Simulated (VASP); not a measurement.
# MnF2 (P4_2/mnm) in VASP: a series of runs, part 2 of 2

VASP 6.6.1.

### Step 5. Single point, PBE+U, collinear spin, ferromagnetic start

Input file INCAR:

```
PREC     = Accurate       # precision mode
ENCUT    = 520            # plane-wave cutoff, eV
EDIFF    = 1E-6           # SCF threshold, eV
ISMEAR   = 0              # smearing method
SIGMA    = 0.02           # smearing width, eV
LREAL    = F              # projectors in reciprocal space
LASPH    = T              # aspherical terms in the spheres
NELM     = 150            # most SCF steps
ALGO     = Normal         # electronic algorithm
ISIF     = 2              # what is computed and relaxed
LWAVE    = F              # write WAVECAR
LCHARG   = T              # write CHGCAR
ISPIN    = 2              # spin polarisation
MAGMOM   = 0 0 0 0 4 4    # initial moments
LORBIT   = 11             # projections on sites
NUPDOWN  = 8.0            # fixed moment
LMAXMIX  = 4              # l up to which the mixer works
LDAU     = T              # DFT+U
LDAUTYPE = 2            
LDAUL    = -1 2           # shell
LDAUU    = 0 3.9          # U, eV
LDAUJ    = 0 0          
LDAUPRINT= 1            
GGA      = PE             # functional
LELF     = T              # ELF
LVHAR    = T            
NBANDS   = 40             # bands
```

Input file KPOINTS:

```
regular mesh
0
Gamma
  5 5 6
```

Input file POSCAR:

```
MnF2
1.0
    4.8509000000      0.0000000000      0.0000000000
    0.0000000000      4.8509000000      0.0000000000
    0.0000000000      0.0000000000      3.3043000000
F Mn
4 2
Direct
    0.3046000000      0.3046000000      0.0000000000
    0.1954000000      0.8046000000      0.5000000000
    0.6954000000      0.6954000000      0.0000000000
    0.8046000000      0.1954000000      0.5000000000
    0.0000000000      0.0000000000      0.0000000000
    0.5000000000      0.5000000000      0.5000000000
```

Potentials or basis: VASP PAW PBE potentials, release 64 (F, Mn_pv).

Started as:

```
$ cat potpaw_PBE.64/F/POTCAR potpaw_PBE.64/Mn_pv/POTCAR > POTCAR
$ mpirun -np 1 vasp_std > vasp.out
```

OUTCAR:

```text
PREC = Accurate
   ENCUT = 520
   EDIFF = 1E-6
   ISMEAR = 0
   LREAL = F
   LASPH = T
   NELM = 150
   ISIF = 2
   ISPIN = 2
   LORBIT = 11
   NUPDOWN = 8.0
   GGA = PE

 ion  position               nearest neighbor table
   1  0.305  0.305  0.000-   5 2.09   6 2.13   6 2.13
   2  0.195  0.805  0.500-   6 2.09   5 2.13   5 2.13
   3  0.695  0.695  0.000-   5 2.09   6 2.13   6 2.13
   4  0.805  0.195  0.500-   6 2.09   5 2.13   5 2.13
   5  0.000  0.000  0.000-   1 2.09   3 2.09   2 2.13   4 2.13   2 2.13   4 2.13
   6  0.500  0.500  0.500-   2 2.09   4 2.09   3 2.13   1 2.13   1 2.13   3 2.13

  LATTYP: Found a simple tetragonal cell.
 ALAT       =     4.8509000000
 C/A-ratio  =     0.6811725659

  Lattice vectors:

 A1 = (   4.8509000000,   0.0000000000,   0.0000000000)
 A2 = (   0.0000000000,   4.8509000000,   0.0000000000)
 A3 = (   0.0000000000,   0.0000000000,   3.3043000000)

Analysis of symmetry for initial positions (statically):
=====================================================================
 Subroutine PRICEL returns:
 Original cell was already a primitive cell.

 Routine SETGRP: Setting up the symmetry group for a
 simple tetragonal supercell.

 Subroutine GETGRP returns: Found 16 space group operations
 (whereof  8 operations were pure point group operations)
 out of a pool of 16 trial point group operations.

The static configuration has the point symmetry D_2h.
 The point group associated with its full space group is D_4h.

Analysis of symmetry for dynamics (positions and initial velocities):
=====================================================================
 Subroutine PRICEL returns:
 Original cell was already a primitive cell.

 Routine SETGRP: Setting up the symmetry group for a
 simple tetragonal supercell.

 Subroutine GETGRP returns: Found 16 space group operations
 (whereof  8 operations were pure point group operations)
 out of a pool of 16 trial point group operations.

[... 247 lines left out ...]

 spin component 1

 k-point     1 :       0.0000    0.0000    0.0000
  band No.  band energies     occupation
      1     -46.5951      1.00000
      2     -46.5951      1.00000
      3     -46.4260      1.00000
      4     -46.4240      1.00000
      5     -45.7662      1.00000
      6     -45.7662      1.00000
[... 997 lines left out ...]
     38      12.3894      0.00000
     39      13.0243      0.00000
 Fermi energy:         5.2355962912

 spin component 2

 k-point     1 :       0.0000    0.0000    0.0000
  band No.  band energies     occupation
      1     -42.5946      1.00000
      2     -42.5946      1.00000
      3     -41.9306      1.00000
      4     -41.9306      1.00000
      5     -41.8715      1.00000
      6     -41.8686      1.00000
[... 997 lines left out ...]
     38      12.8830      0.00000
     39      13.6251      0.00000
 [bands above 39 left out]

------------------------ aborting loop because EDIFF is reached ----------------------------------------

  FORCE on cell =-STRESS in cart. coord.  units (eV):
  Direction    XX          YY          ZZ          XY          YZ          ZX
  --------------------------------------------------------------------------------------
  -------------------------------------------------------------------------------------
  Total       -0.3586624     -0.3586624      1.9891761     -0.0000000      0.0000000      0.0000000
  in kB       -7.3904750     -7.3904750     40.9882808     -0.0000000      0.0000000      0.0000000
  external PRESSURE =       8.7357769 kB  Pullay stress =       0.0000000 kB

 VOLUME and BASIS-vectors are now :
 -----------------------------------------------------------------------------
  energy-cutoff  :      520.00
  volume of cell :       77.75
      direct lattice vectors                 reciprocal lattice vectors
     4.850900000  0.000000000  0.000000000     0.206147313  0.000000000  0.000000000
     0.000000000  4.850900000  0.000000000     0.000000000  0.206147313  0.000000000
     0.000000000  0.000000000  3.304300000     0.000000000  0.000000000  0.302635959

 POSITION                                       TOTAL-FORCE (eV/Angst)
 -----------------------------------------------------------------------------------
      1.47758      1.47758      0.00000        -0.422812     -0.422812     -0.000000
      0.94787      3.90303      1.65215         0.422812     -0.422812     -0.000000
      3.37332      3.37332      0.00000         0.422812      0.422812      0.000000
      3.90303      0.94787      1.65215        -0.422812      0.422812      0.000000
      0.00000      0.00000      0.00000         0.000000     -0.000000      0.000000
      2.42545      2.42545      1.65215         0.000000     -0.000000      0.000000
 -----------------------------------------------------------------------------------
    total drift:                                0.000000      0.000000     -0.000000

  FREE ENERGIE OF THE ION-ELECTRON SYSTEM (eV)
  ---------------------------------------------------
  free  energy   TOTEN  =       -33.9349144884 eV

  energy  without entropy=      -33.9338331519  energy(sigma->0) =      -33.93437382

 total charge

# of ion       s       p       d       tot
------------------------------------------
    1        1.736   4.358   0.000   6.094
    2        1.736   4.358   0.000   6.094
    3        1.736   4.358   0.000   6.094
    4        1.736   4.358   0.000   6.094
    5        0.169   6.145   4.990  11.305
    6        0.169   6.145   4.990  11.305
--------------------------------------------------
tot          7.283  29.723   9.981  46.987

 magnetization (x)

# of ion       s       p       d       tot
------------------------------------------
    1        0.005   0.006   0.000   0.011
    2        0.005   0.006   0.000   0.011
    3        0.005   0.006   0.000   0.011
    4        0.005   0.006   0.000   0.011
    5        0.017   0.018   3.808   3.842
    6        0.017   0.018   3.808   3.842
--------------------------------------------------
tot          0.054   0.060   7.615   7.729
```

OSZICAR:

```text
N       E                     dE             d eps       ncg     rms          rms(c)
DAV:   1     0.686055033638E+03    0.68606E+03   -0.30005E+04  3920   0.153E+03
DAV:   2     0.245339751324E+02   -0.66152E+03   -0.61926E+03  3968   0.468E+02
DAV:   3    -0.342758885905E+02   -0.58810E+02   -0.57828E+02  4400   0.149E+02
[... 10 lines left out ...]
DAV:  14    -0.339343377436E+02   -0.32076E-02   -0.82113E-03  4784   0.522E-01    0.120E-01
DAV:  15    -0.339348291278E+02   -0.49138E-03   -0.63535E-04  3944   0.156E-01    0.676E-02
DAV:  16    -0.339348787296E+02   -0.49602E-04   -0.88285E-05  5128   0.529E-02    0.445E-02
DAV:  17    -0.339349082453E+02   -0.29516E-04   -0.62916E-05  4672   0.513E-02    0.181E-02
DAV:  18    -0.339349135903E+02   -0.53449E-05   -0.16903E-05  4344   0.241E-02    0.665E-03
DAV:  19    -0.339349144884E+02   -0.89817E-06   -0.25069E-06  3256   0.949E-03
   1 F= -.33934914E+02 E0= -.33934374E+02  d E =-.108134E-02  mag=     8.0000
```

It took 65 s on 1 thread of Intel Xeon 6975P-C (Granite Rapids), shared host; peak memory 0.27 GiB.

Results:

* Free energy: -33.9349 eV
* Pressure: 0.9 GPa
* Largest force: 0.598 eV/Å
* Net moment: 8.00 μB per cell
* Site moments: F +0.01; Mn +3.84 μB
* Valence electrons inside the program's atomic spheres: F 6.09; Mn 11.30

Forces on the atoms (eV/Å):
```
F   -0.423 -0.423  0.000
F    0.423 -0.423  0.000
F    0.423  0.423  0.000
F   -0.423  0.423  0.000
Mn   0.000  0.000  0.000
Mn   0.000  0.000  0.000
```

Eigenvalues of the final occupation matrices:
```
    site  spin  trace               eigenvalues
site 5 d     1   4.41  0.61 0.94 0.95 0.95 0.97
site 5 d     2   0.60  0.01 0.02 0.06 0.06 0.46
site 6 d     1   4.41  0.61 0.94 0.95 0.95 0.97
site 6 d     2   0.60  0.01 0.02 0.06 0.06 0.46
```

Caveat: the total moment is fixed, so each spin has its own Fermi level and the state may be an excited one; the run started ferromagnetic, and an antiferromagnetic order may lie lower in energy. The state reached can hang on the start; a lower one may exist.

### Step 6. The runs side by side

```tsv
spin	fixed moment (μB)	pressure (GPa)	moment (μB)	largest force (eV/Å)
collinear, ferromagnetic start	-	6.1	10.00	0.01
collinear, zero start	0.0	-10.6	0.00	0.08
collinear, ferromagnetic start	4.0	-2.7	4.00	0.20
collinear, ferromagnetic start	8.0	0.9	8.00	0.60
```

Alike in all rows: task single point; level PBE+U; potentials or basis VASP PAW PBE potentials, release 64 (F, Mn_pv); Mn d U = 3.9 eV; cell as given; k mesh 5 × 5 × 6; cutoff (eV) 520; smearing gaussian 0.02 eV.

Caveats: the run started ferromagnetic, and an antiferromagnetic order may lie lower in energy (at least some runs); the total moment is fixed, so each spin has its own Fermi level and the state may be an excited one (at least some runs); the cell stands under pressure (at least some runs); the cell stands under tension (at least some runs); the total moment is fixed, so each spin has its own Fermi level (at least some runs).

Absolute energies hang on the potentials; compare differences alone.
